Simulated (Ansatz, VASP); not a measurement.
One calculation of SiNi, two programs

```xyz
8
Lattice="5.0878 0.0000 0.0000 0.0000 3.3578 0.0000 0.0000 0.0000 5.5278" Properties=species:S:1:pos:R:3 pbc="T T T"
Si    1.6354    2.5183    0.4785
Si    0.9085    0.8394    3.2424
Si    4.1793    2.5183    2.2855
Si    3.4525    0.8394    5.0494
Ni    0.0473    0.8394    1.0358
Ni    2.4966    2.5183    3.7998
Ni    2.5912    0.8394    1.7281
Ni    5.0405    2.5183    4.4920
```

Alike in both runs: functional PBEsol; k mesh 8 × 10 × 6; occupations gaussian, width 0.1 eV; no spin polarisation.

Ansatz relaxed the structure, and its values are those at the end. VASP's run is a single point on that final structure, the one shown.

|  | VASP | Ansatz |
| --- | --- | --- |
| version | VASP 6.6.1 | Ansatz 0.2.0 |
| potentials or method | VASP PAW PBE potentials, release 64 (Si, Ni), cutoff 520 eV | scalar-relativistic, plane waves, PAW |
| valence electrons in the cell | 56 | 88 |

```csv
,VASP,Ansatz,Ansatz less VASP
gap on the k mesh at the Fermi level (eV),none,none,-
pressure (GPa),0.2,0.0,-0.19
rms of the force components (eV/Å),0.007,0.002,-0.0051
```

VASP's potentials were made for PBE, not for PBEsol. A gap of «none» marks a metal or a gap that the smearing closes. The functional is the same, so the differences come from potentials, cutoffs and numerics. VASP's potentials hold 56 valence electrons a cell and Ansatz's 88, so a difference there can come from the potentials and not from the codes.
